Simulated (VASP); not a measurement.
A run of VASP 6.6.1 is set up as follows.

The input POSCAR:

```
MgO
1.0
    0.0000000000      2.1351500000      2.1351500000
    2.1351500000      0.0000000000      2.1351500000
    2.1351500000      2.1351500000      0.0000000000
Mg O
1 1
Direct
    0.0000000000      0.0000000000      0.0000000000
    0.5000000000      0.5000000000      0.3012954272
```

File INCAR.step1:

```
PREC = Accurate
ENCUT = 520
ISMEAR = 0
SIGMA = 0.05
LREAL = False
LASPH = True
NELM = 60
NBANDS = 11
GGA = PE
ALGO = Normal
EDIFF = 1E-4
LWAVE = True
LCHARG = False
```

INCAR.step2

```
PREC = Accurate
ENCUT = 520
EDIFF = 1E-6
ISMEAR = 0
SIGMA = 0.05
LREAL = False
LASPH = True
NELM = 60
ALGO = Normal
ISIF = 2
LWAVE = False
LCHARG = True
METAGGA = R2SCAN
LMIXTAU = True
LELF = True
LVHAR = True
NBANDS = 11
ISTART = 1
```

Contents of KPOINTS:

```
regular mesh
0
Gamma
  10 10 10
```

Potentials or basis: VASP PAW PBE potentials, release 64 (Mg, O).

Run with:

```bash
$ cat potpaw_PBE.64/Mg/POTCAR potpaw_PBE.64/O/POTCAR > POTCAR
$ cp INCAR.step1 INCAR
$ mpirun -np 1 vasp_std > vasp.out
$ cp INCAR.step2 INCAR
$ mpirun -np 1 vasp_std > vasp.out
```

Question: What does it give for the pressure?

Answer: 23.9 GPa.

Question: Predict the band gap on the k mesh.

Answer: 4.94 eV, indirect (least direct gap 5.00 eV).

Question: Predict the largest force.

Answer: 3.914 eV/Å.

Forces on the atoms (eV/Å):
```
Mg  -2.767 -2.767  0.000
O    2.767  2.767  0.000
```

Caveat: the cell differs from its parent crystal (atom 2 (O) moved by (-0.600, +0.000) A along [1 1 0] and z); the PAW data sets were made with another functional, which shifts forces and pressure a little. A k mesh can miss the band edges.
